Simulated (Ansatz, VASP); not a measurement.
# CuI in VASP and in Ansatz

```
CELL_PARAMETERS angstrom
0.00000 3.04122 3.04122
3.04122 0.00000 3.04122
3.04122 3.04122 0.00000
ATOMIC_POSITIONS crystal
Cu 0.25000 0.25000 0.25000
I 0.00000 0.00000 0.00000
```

Alike in both runs: functional PBE; k mesh 12 × 12 × 12; occupations fermi-dirac, width 0.05 eV; non-collinear spin, spin-orbit coupling.

Ansatz relaxed the structure, and its values are those at the end. VASP's run is a single point on that final structure, the one shown.

|  | VASP | Ansatz |
| --- | --- | --- |
| version | VASP 6.6.1 | Ansatz 0.2.0 |
| potentials or method | VASP PAW PBE potentials, release 64 (Cu, I), cutoff 520 eV | all-electron LAPW |

```csv
,VASP,Ansatz,Ansatz less VASP
pressure (GPa),0.0,0.0,-0.01
```

Ansatz ran all-electron here, and VASP with PAW potentials.
